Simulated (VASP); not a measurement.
# Be2C (Fm-3m) in VASP: notebook, part 2 of 2

VASP 6.6.1. Earlier steps stand in the parts before.

## 3. Single point, PBE

This run uses another cell than the first one, of 6.90 Å³/atom.

File INCAR:

```
ALGO     = Normal         # electronic algorithm
EDIFF    = 1E-6           # SCF threshold, eV
ENCUT    = 600            # plane-wave cutoff, eV
GGA      = PE             # functional
GGA_COMPAT= F            
ISIF     = 2              # what is computed and relaxed
ISMEAR   = 0              # smearing method
LASPH    = T              # aspherical terms in the spheres
LCHARG   = F              # write CHGCAR
LREAL    = F              # projectors in reciprocal space
LWAVE    = F              # write WAVECAR
NBANDS   = 11             # bands
NELM     = 120            # most SCF steps
PREC     = Accurate       # precision mode
SIGMA    = 0.01           # smearing width, eV
```

File KPOINTS:

```
k-points
0
Gamma
  8 8 8
```

File POSCAR:

```
Be2C
1.0
    0.0000000000      2.1793381662      2.1793381662
    2.1793381662      0.0000000000      2.1793381662
    2.1793381662      2.1793381662      0.0000000000
Be C
2 1
Direct
    0.2500000000      0.2500000000      0.2500000000
    0.7500000000      0.7500000000      0.7500000000
    0.0000000000      0.0000000000      0.0000000000
```

Potentials or basis: VASP PAW PBE potentials, release 64 (Be, C).

Launch:

```sh
> cat potpaw_PBE.64/Be/POTCAR potpaw_PBE.64/C/POTCAR > POTCAR
> mpirun -np 1 vasp_std > vasp.out
```

OUTCAR:

```text
EDIFF = 1E-6
   ENCUT = 600
   GGA = PE
   ISIF = 2
   ISMEAR = 0
   LASPH = T
   LREAL = F
   NELM = 120
   PREC = Accurate

 ion  position               nearest neighbor table
   1  0.250  0.250  0.250-   3 1.89   3 1.89   3 1.89   3 1.89   2 2.18   2 2.18   2 2.18   2 2.18
                             2 2.18   2 2.18
   2  0.750  0.750  0.750-   3 1.89   3 1.89   3 1.89   3 1.89   1 2.18   1 2.18   1 2.18   1 2.18
                             1 2.18   1 2.18
   3  0.000  0.000  0.000-   2 1.89   2 1.89   2 1.89   1 1.89   2 1.89   1 1.89   1 1.89   1 1.89

  LATTYP: Found a face centered cubic cell.
 ALAT       =     4.3586763324

  Lattice vectors:

 A1 = (   0.0000000000,   2.1793381662,   2.1793381662)
 A2 = (   2.1793381662,   0.0000000000,   2.1793381662)
 A3 = (   2.1793381662,   2.1793381662,   0.0000000000)

Analysis of symmetry for initial positions (statically):
=====================================================================
 Subroutine PRICEL returns:
 Original cell was already a primitive cell.

 Routine SETGRP: Setting up the symmetry group for a
 face centered cubic supercell.

[... 181 lines left out ...]
      4       7.5331      2.00000
      5      11.6227      0.00000
      6      11.6227      0.00000
      7      11.6227      0.00000
      8      14.0596      0.00000
      9      20.5438      0.00000
     10      20.5438      0.00000
     11      20.5438      0.00000
[... 309 lines left out ...]
 k-point    24 :      -0.3750    0.2500    0.1250
  band No.  band energies     occupation
      1      -4.0954      2.00000
      2      -0.3869      2.00000
      3       3.4686      2.00000
      4       4.2035      2.00000
      5      12.6318      0.00000
      6      14.0041      0.00000
      7      17.1210      0.00000
      8      18.0078      0.00000
      9      19.4222      0.00000
     10      21.0279      0.00000
     11      24.6022      0.00000

 [... further k-points ...]

------------------------ aborting loop because EDIFF is reached ----------------------------------------

  FORCE on cell =-STRESS in cart. coord.  units (eV):
  Direction    XX          YY          ZZ          XY          YZ          ZX
  --------------------------------------------------------------------------------------
  -------------------------------------------------------------------------------------
  Total       -0.4941136     -0.4941136     -0.4941136      0.0000000      0.0000000      0.0000000
  in kB      -38.2413736    -38.2413736    -38.2413736      0.0000000      0.0000000      0.0000000
  external PRESSURE =     -38.2413736 kB  Pullay stress =       0.0000000 kB

 VOLUME and BASIS-vectors are now :
 -----------------------------------------------------------------------------
  energy-cutoff  :      600.00
  volume of cell :       20.70
      direct lattice vectors                 reciprocal lattice vectors
     0.000000000  2.179338166  2.179338166    -0.229427451  0.229427451  0.229427451
     2.179338166  0.000000000  2.179338166     0.229427451 -0.229427451  0.229427451
     2.179338166  2.179338166  0.000000000     0.229427451  0.229427451 -0.229427451

 POSITION                                       TOTAL-FORCE (eV/Angst)
 -----------------------------------------------------------------------------------
      1.08967      1.08967      1.08967         0.000000      0.000000      0.000000
      3.26901      3.26901      3.26901        -0.000000     -0.000000     -0.000000
      0.00000      0.00000      0.00000         0.000000      0.000000      0.000000
 -----------------------------------------------------------------------------------
    total drift:                               -0.000000     -0.000000      0.000000

  FREE ENERGIE OF THE ION-ELECTRON SYSTEM (eV)
  ---------------------------------------------------
  free  energy   TOTEN  =       -17.4519859816 eV

  energy  without entropy=      -17.4519859816  energy(sigma->0) =      -17.45198598
```

OSZICAR:

```text
N       E                     dE             d eps       ncg     rms          rms(c)
DAV:   1     0.579886599882E+01    0.57989E+01   -0.43058E+03   638   0.741E+02
DAV:   2    -0.176352053088E+02   -0.23434E+02   -0.21274E+02   882   0.126E+02
DAV:   3    -0.185285619627E+02   -0.89336E+00   -0.89059E+00   838   0.194E+01
DAV:   4    -0.185341617658E+02   -0.55998E-02   -0.55990E-02   755   0.183E+00
DAV:   5    -0.185341941719E+02   -0.32406E-04   -0.32406E-04   827   0.127E-01    0.527E+00
DAV:   6    -0.175088742041E+02    0.10253E+01   -0.31114E+00   668   0.831E+00    0.205E+00
DAV:   7    -0.174609190230E+02    0.47955E-01   -0.17676E-01   772   0.291E+00    0.125E+00
DAV:   8    -0.174521826580E+02    0.87364E-02   -0.11080E-02   692   0.118E+00    0.215E-01
DAV:   9    -0.174519850986E+02    0.19756E-03   -0.28567E-04   762   0.106E-01    0.124E-01
DAV:  10    -0.174519865291E+02   -0.14305E-05   -0.17291E-04   748   0.868E-02    0.122E-02
DAV:  11    -0.174519860987E+02    0.43042E-06   -0.22999E-05   753   0.248E-02    0.315E-03
DAV:  12    -0.174519859816E+02    0.11705E-06   -0.10008E-06   388   0.702E-03
   1 F= -.17451986E+02 E0= -.17451986E+02  d E =-.168508E-87
```

stdout:

```text
POSCAR found type information on POSCAR BeC
 POSCAR found :  2 types and       3 ions
 scaLAPACK will be used
 LDA part: xc-table for (Slater+PW92), standard interpolation
 POSCAR, INCAR and KPOINTS ok, starting setup
 FFT: planning ... GRIDC
 FFT: planning ... GRID_SOFT
 FFT: planning ... GRID
 WAVECAR not read
 entering main loop
```

Wall time 8.3 s (1 thread of AMD EPYC 7R13 (Zen 3), shared host); peak memory 0.12 GiB.

What came out:

* Free energy: -17.4520 eV
* Pressure: -3.8 GPa
* Band gap on the k mesh: 1.15 eV (least direct gap 4.09 eV)

Levels at points of the mesh, in eV from the valence-band top:
```tsv
k point	band 2	band 3	band 4	band 5	band 6	band 7
(0.00, 0.00, 0.00)	0.00	0.00	0.00	4.09	4.09	4.09
(0.50, 0.00, 0.00)	-8.60	-1.80	-1.80	4.97	4.97	6.79
(0.50, 0.50, 0.00)	-6.70	-4.64	-4.64	1.15	5.59	13.03
```

Caveat: the cell stands under tension.

## 4. Single point, PBE

This run uses another cell than the first one, of 7.04 Å³/atom.

File INCAR:

```
PREC = Accurate
ENCUT = 600
EDIFF = 1E-6
ISMEAR = 0
SIGMA = 0.01
LREAL = F
LASPH = T
NELM = 120
ALGO = Normal
ISIF = 2
LWAVE = F
LCHARG = T
GGA = PE
LELF = T
LVHAR = T
NBANDS = 11
GGA_COMPAT = F
```

File KPOINTS:

```
regular mesh
0
Gamma
  8 8 8
```

File POSCAR:

```
Be2C
1.0
    0.0000000000      2.1934901093      2.1934901093
    2.1934901093      0.0000000000      2.1934901093
    2.1934901093      2.1934901093      0.0000000000
Be C
2 1
Direct
    0.2500000000      0.2500000000      0.2500000000
    0.7500000000      0.7500000000      0.7500000000
    0.0000000000      0.0000000000      0.0000000000
```

Launch:

```sh
> cat potpaw_PBE.64/Be/POTCAR potpaw_PBE.64/C/POTCAR > POTCAR
> mpirun -np 1 vasp_std > vasp.out
```

Wall time 9.2 s (1 thread of AMD EPYC 7R13 (Zen 3), shared host); peak memory 0.12 GiB.

Results (log left out):

```yaml
Free_energy: -17.4381 eV
Pressure: -7.4 GPa
Band_gap_on_the_k_mesh: 1.14 eV (least direct gap 4.05 eV)
```

Levels at points of the mesh, in eV from the valence-band top:
| k point | band 1 | band 2 | band 3 | band 4 | band 5 | band 6 | band 7 | band 8 |
| --- | --- | --- | --- | --- | --- | --- | --- | --- |
| (0.00, 0.00, 0.00) | -14.75 | 0.00 | 0.00 | 0.00 | 4.05 | 4.05 | 4.05 | 6.32 |
| (0.50, 0.00, 0.00) | -11.98 | -8.48 | -1.77 | -1.77 | 4.93 | 4.93 | 6.59 | 9.57 |
| (0.50, 0.50, 0.00) | -11.24 | -6.63 | -4.57 | -4.57 | 1.14 | 5.46 | 12.83 | 12.83 |

Caveat: the cell stands under tension.

## 5. Single point, PBE

This run uses another cell than the first one, of 7.17 Å³/atom.

File INCAR:

```
SYSTEM = Be2C
  PREC = Accurate
  ENCUT = 600
  EDIFF = 1E-6
  ISMEAR = 0
  SIGMA = 0.01
  LREAL = .FALSE.
  LASPH = .TRUE.
  NELM = 120
  ALGO = Normal
  ISIF = 2
  LWAVE = .FALSE.
  LCHARG = .FALSE.
  GGA = PE
  NBANDS = 11
  GGA_COMPAT = .FALSE.
```

File KPOINTS:

```
regular mesh
0
G
  8 8 8
  0 0 0
```

File POSCAR:

```
Be2C
1.0
    0.0000000000      2.2074617605      2.2074617605
    2.2074617605      0.0000000000      2.2074617605
    2.2074617605      2.2074617605      0.0000000000
Be C
2 1
Direct
    0.2500000000      0.2500000000      0.2500000000
    0.7500000000      0.7500000000      0.7500000000
    0.0000000000      0.0000000000      0.0000000000
```

Launch:

```sh
> cat potpaw_PBE.64/Be/POTCAR potpaw_PBE.64/C/POTCAR > POTCAR
> mpirun -np 1 vasp_std > vasp.out
```

Wall time 8.3 s (1 thread of AMD EPYC 7R13 (Zen 3), shared host); peak memory 0.12 GiB.

It converged, with:

```
Free energy            : -17.4157 eV
Pressure               : -10.6 GPa
Band gap on the k mesh : 1.13 eV (least direct gap 4.02 eV)
```

Levels at points of the mesh, in eV from the valence-band top:
```tsv
k point	band 1	band 2	band 3	band 4	band 5	band 6	band 7	band 8
(0.00, 0.00, 0.00)	-14.62	0.00	0.00	0.00	4.02	4.02	4.02	6.11
(0.50, 0.00, 0.00)	-11.89	-8.36	-1.74	-1.74	4.89	4.89	6.39	9.45
(0.50, 0.50, 0.00)	-11.15	-6.56	-4.49	-4.49	1.13	5.33	12.63	12.63
```

Caveat: the cell stands under tension.

## 6. The runs side by side

```csv
cell,gap on the mesh (eV),pressure (GPa)
"a = 3.062 Å, angles 60.0°, 3 atoms",1.16,0.0
"a = 3.082 Å, angles 60.0°, 3 atoms",1.15,-3.8
"a = 3.102 Å, angles 60.0°, 3 atoms",1.14,-7.4
"a = 3.122 Å, angles 60.0°, 3 atoms",1.13,-10.6
```

Alike in all rows: task single point; level PBE; potentials or basis VASP PAW PBE potentials, release 64 (Be, C); no spin polarisation; k mesh 8 × 8 × 8; cutoff (eV) 600; smearing gaussian 0.01 eV.

Caveats: the cell stands under tension (at least some runs).

Absolute energies hang on the potentials; compare differences alone.
